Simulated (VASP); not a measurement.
# Ge in VASP: single point with PBE+D3(BJ)

Aim: the single point of Ge with PBE+D3(BJ).

Program: VASP 6.6.1. These are calculated values, not measurements. Logs are shortened: lines on timing, memory, paths and dates and some standing lists are left out, and cuts for length are marked.

## (1) The cell of the first run

The cell holds a slab with vacuum, 16 atoms: a = 8.060 Å, b = 8.060 Å, c = 20.113 Å, α = 90.00°, β = 90.00°, γ = 120.00°.

## (2) Single point, PBE+D3(BJ)

Input file INCAR:

```
SYSTEM = Ge
PREC = Accurate
ENCUT = 520
EDIFF = 1E-7
ISMEAR = 0
SIGMA = 0.1
LREAL = Auto
LASPH = .TRUE.
NELM = 100
ALGO = Fast
ISIF = 2
LWAVE = .FALSE.
LCHARG = .FALSE.
LDIPOL = .TRUE.
IDIPOL = 3
DIPOL = 0.5 0.5 0.503
GGA = PE
IVDW = 12
NBANDS = 126
```

Input file KPOINTS:

```
Automatic mesh
0
G
  3 3 1
  0 0 0
```

Input file POSCAR:

```
Ge
1.0
    8.0601468051      0.0000000000      0.0000000000
   -4.0300734025      6.9802918914      0.0000000000
    0.0000000000      0.0000000000     20.1131764426
Ge
16
Direct
    0.6666666667      0.3333333333      0.3977492080
    0.6666666667      0.8333333333      0.3977492080
    0.1666666667      0.3333333333      0.3977492080
    0.1666666667      0.8333333333      0.3977492080
    0.5000000000      0.5000000000      0.4386495248
    0.5000000000      0.0000000000      0.4386495248
    0.0000000000      0.5000000000      0.4386495248
    0.0000000000      0.0000000000      0.4386495248
    0.0000000000      0.5000000000      0.5675228157
    0.0000000000      0.0000000000      0.5675228157
    0.5000000000      0.5000000000      0.5675228157
    0.5000000000      0.0000000000      0.5675228157
    0.8333333333      0.6666666667      0.6062511412
    0.8333333333      0.1666666667      0.6062511412
    0.3333333333      0.6666666667      0.6062511412
    0.3333333333      0.1666666667      0.6062511412
```

Potentials or basis: VASP PAW PBE potentials, release 64 (Ge_d).

Command:

```bash
$ cat potpaw_PBE.64/Ge_d/POTCAR > POTCAR
$ mpirun -np 1 vasp_std > vasp.out
```

OUTCAR:

```text
SYSTEM = Ge
   PREC = Accurate
   ENCUT = 520
   EDIFF = 1E-7
   ISMEAR = 0
   LREAL = Auto
   LASPH = .TRUE.
   NELM = 100
   ISIF = 2
   GGA = PE
   IVDW = 12
 IVDW          = 12

 ion  position               nearest neighbor table
   1  0.667  0.333  0.398-   6 2.47   7 2.47   5 2.47
   2  0.667  0.833  0.398-   5 2.47   8 2.47   6 2.47
   3  0.167  0.333  0.398-   8 2.47   5 2.47   7 2.47
   4  0.167  0.833  0.398-   7 2.47   6 2.47   8 2.47
   5  0.500  0.500  0.439-   2 2.47   3 2.47   1 2.47  11 2.59
   6  0.500  0.000  0.439-   1 2.47   4 2.47   2 2.47  12 2.59
   7  0.000  0.500  0.439-   4 2.47   1 2.47   3 2.47   9 2.59
   8  0.000  0.000  0.439-   3 2.47   2 2.47   4 2.47  10 2.59
   9  0.000  0.500  0.568-  14 2.45  15 2.45  13 2.45   7 2.59
  10  0.000  0.000  0.568-  13 2.45  16 2.45  14 2.45   8 2.59
  11  0.500  0.500  0.568-  16 2.45  13 2.45  15 2.45   5 2.59
  12  0.500  0.000  0.568-  15 2.45  14 2.45  16 2.45   6 2.59
  13  0.833  0.667  0.606-  10 2.45  11 2.45   9 2.45
  14  0.833  0.167  0.606-   9 2.45  12 2.45  10 2.45
  15  0.333  0.667  0.606-  12 2.45   9 2.45  11 2.45
  16  0.333  0.167  0.606-  11 2.45  10 2.45  12 2.45
[... 7 lines left out ...]
 A1 = (   8.0601468051,   0.0000000000,   0.0000000000)
 A2 = (  -4.0300734025,   6.9802918914,   0.0000000000)
 A3 = (   0.0000000000,   0.0000000000,  20.1131764426)

Analysis of symmetry for initial positions (statically):
=====================================================================
 Subroutine PRICEL returns following result:

  LATTYP: Found a hexagonal cell.
 ALAT       =     4.0300734026
 C/A-ratio  =     4.9907717388

  Lattice vectors:

 A1 = (   4.0300734026,   0.0000000000,   0.0000000000)
 A2 = (  -2.0150367013,   3.4901459457,   0.0000000000)
 A3 = (   0.0000000000,   0.0000000000,  20.1131764426)

   4 primitive cells build up your supercell.

 Routine SETGRP: Setting up the symmetry group for a
 hexagonal supercell.

 Subroutine GETGRP returns: Found  6 space group operations
 (whereof  6 operations were pure point group operations)
 out of a pool of 24 trial point group operations.

The static configuration has the point symmetry C_3v.

Analysis of symmetry for dynamics (positions and initial velocities):
=====================================================================
 Subroutine PRICEL returns following result:

  LATTYP: Found a hexagonal cell.
 ALAT       =     4.0300734026
 C/A-ratio  =     4.9907717388

  Lattice vectors:
[... 109 lines left out ...]
   EMIN   =  10.00;   EMAX   =-10.00  energy-range for DOS
   EFERMI =   0.00;   METHOD = LEGACY
   ISMEAR =     0;   SIGMA  =   0.10  broadening in eV -4-tet -1-fermi 0-gaus
   EFERMI_NEDOS =   21; number of points for ismear=-14 and -15
   IALGO  =     68    algorithm
   IMIX   =      4    mixing-type and parameters
     AMIX     =   0.40;   BMIX     =  1.00
     AMIX_MAG =   1.60;   BMIX_MAG =  1.00
  volume/ion in A,a.u.               =      70.73       477.28
  Fermi-wavevector in a.u.,A,eV,Ry     =   0.954095  1.802979 12.385355  0.910298
  Thomas-Fermi vector in A             =   2.082811
   LORBIT       =      0    0 simple, 1 ext, 2 COOP (PROOUT), +10 PAW based schemes
   GGA     = PE    functional components
   LHFCALC =     F    Hartree Fock is set to
   AEXX    =    0.0000 exact exchange contribution
   IVDW    =    12    specifies the selected vdW correction
   LEPSILON=     F    determine dielectric tensor
   LRPA    =     F    only Hartree local field effects (RPA)
 non-spin polarized calculation
 RMM-DIIS sequential band-by-band and
 Gauss-broadening in eV      SIGMA  =   0.10
  energy-cutoff  :      520.00
  volume of cell :     1131.61
 maximum number of plane-waves:     30513
 NGX is ok and might be reduce to    60
   NGX = 29   NGY = 29   NGZ = 75

 dipolmoment           0.000000      0.000000      0.004495 electrons x Angstroem

 number of electron     224.0000094 magnetization

 dipolmoment           0.000000      0.000000     -0.014465 electrons x Angstroem

 Free energy of the ion-electron system (eV)
  ---------------------------------------------------
  ext. energy  EPLUGINS =         0.00000000
  ---------------------------------------------------
  free energy    TOTEN  =       -66.18980460 eV

  energy without entropy =      -66.17072585  energy(sigma->0) =      -66.18026523

 E-fermi :  -1.6591     XC(G=0):  -3.9452

 val. band max:       -1.7515385883   @ k =   0.3333   0.3333   0.0000
 cond. band min:      -1.5967376744   @ k =   0.0000   0.0000   0.0000
 fundamental gap:      0.1548009139
 Fermi energy:        -1.6590876816

 k-point     1 :       0.0000    0.0000    0.0000
  band No.  band energies     occupation
      1     -26.1175      2.00000
      2     -26.1175      2.00000
      3     -26.1175      2.00000
      4     -26.0907      2.00000
      5     -26.0907      2.00000
      6     -26.0907      2.00000
[... 370 lines left out ...]
    123       1.9173      0.00000
    124       2.1675      0.00000
 [bands above 124 left out]

------------------------ aborting loop because EDIFF is reached ----------------------------------------

 vacuum level on the upper side and lower side of the slab       (xc-potential included)        -0.087        -0.043

 Edisp (eV)   -3.44125

 E8    (eV) :    -1.6117

  FORCE on cell =-STRESS in cart. coord.  units (eV):
  Direction    XX          YY          ZZ          XY          YZ          ZX
  --------------------------------------------------------------------------------------
  -------------------------------------------------------------------------------------
  Total      -1.41467    -1.41467    -0.23500    -0.00000    -0.00000     0.00000
  in kB      -2.00294    -2.00294    -0.33273    -0.00000    -0.00000     0.00000
  external pressure =       -1.45 kB  Pullay stress =        0.00 kB

 VOLUME and BASIS-vectors are now :
 -----------------------------------------------------------------------------
  energy-cutoff  :      520.00
  volume of cell :     1131.61
      direct lattice vectors                 reciprocal lattice vectors
     8.060146805  0.000000000  0.000000000     0.124067219  0.071630242  0.000000000
    -4.030073403  6.980291891  0.000000000     0.000000000  0.143260485  0.000000000
     0.000000000  0.000000000 20.113176443     0.000000000  0.000000000  0.049718651

 POSITION                                       TOTAL-FORCE (eV/Angst)
 -----------------------------------------------------------------------------------
      4.03007      2.32676      8.00000         0.000000      0.000000      0.118139
      2.01504      5.81691      8.00000        -0.000000      0.000000      0.118139
      0.00000      2.32676      8.00000        -0.000000      0.000000      0.118139
     -2.01504      5.81691      8.00000        -0.000000      0.000000      0.118139
      2.01504      3.49015      8.82264         0.000000     -0.000000     -0.145022
      4.03007      0.00000      8.82264        -0.000000     -0.000000     -0.145022
[... 8 lines left out ...]
     -0.00000      4.65353     12.19364        -0.000000     -0.000000      0.010256
      2.01504      1.16338     12.19364        -0.000000     -0.000000      0.010256
 -----------------------------------------------------------------------------------
    total drift:                                0.000001      0.000001      0.007090

  FREE ENERGIE OF THE ION-ELECTRON SYSTEM (eV)
  ---------------------------------------------------
  free  energy   TOTEN  =       -69.6310553715 eV

  energy  without entropy=      -69.6119766168  energy(sigma->0) =      -69.62151599

 vacuum level on the upper side and lower side of the slab         2.855         2.901
```

OSZICAR:

```text
N       E                     dE             d eps       ncg     rms          rms(c)
DAV:   1     0.254196362898E+04    0.25420E+04   -0.11247E+05   960   0.299E+03
DAV:   2     0.433679833361E+03   -0.21083E+04   -0.20639E+04   940   0.752E+02
DAV:   3    -0.232413988325E+02   -0.45692E+03   -0.44534E+03  1082   0.242E+02
DAV:   4    -0.649900840138E+02   -0.41749E+02   -0.41113E+02   840   0.801E+01
[... 17 lines left out ...]
RMM:  22    -0.661897993602E+02   -0.11215E-04   -0.98646E-07   635   0.162E-03    0.315E-04
RMM:  23    -0.661898028743E+02   -0.35140E-05   -0.24144E-07   547   0.121E-03    0.176E-04
RMM:  24    -0.661898044334E+02   -0.15591E-05   -0.11667E-07   530   0.974E-04    0.745E-05
RMM:  25    -0.661898045723E+02   -0.13890E-06   -0.60966E-08   510   0.965E-04    0.572E-05
RMM:  26    -0.661898046032E+02   -0.30894E-07   -0.74365E-08   454   0.860E-04
   1 F= -.69631055E+02 E0= -.69621516E+02  d E =-.190788E-01
```

Run time: 17 min. Hardware: 1 thread of Oxide Virtual Turin-like, shared host; peak memory 1.1 GiB.

Results:

| Property | Result |
| --- | --- |
| Free energy | -69.6311 eV |
| Largest force | 0.145 eV/Å |
| Band gap on the k mesh | zero (bands 112 and 113 overlap by 0.15 eV) |
| Dispersion energy per atom | -0.215 eV |

Forces on the atoms (eV/Å):
```
Ge   0.000  0.000  0.118
Ge   0.000  0.000  0.118
Ge   0.000  0.000  0.118
Ge   0.000  0.000  0.118
Ge   0.000  0.000 -0.145
Ge   0.000  0.000 -0.145
Ge   0.000  0.000 -0.145
Ge   0.000  0.000 -0.145
Ge   0.000  0.000  0.017
Ge   0.000  0.000  0.017
Ge   0.000  0.000  0.017
Ge   0.000  0.000  0.017
Ge   0.000  0.000  0.010
Ge   0.000  0.000  0.010
Ge   0.000  0.000  0.010
Ge   0.000  0.000  0.010
```

The gap in the log of VASP goes by the Fermi energy; the results here count the filled bands.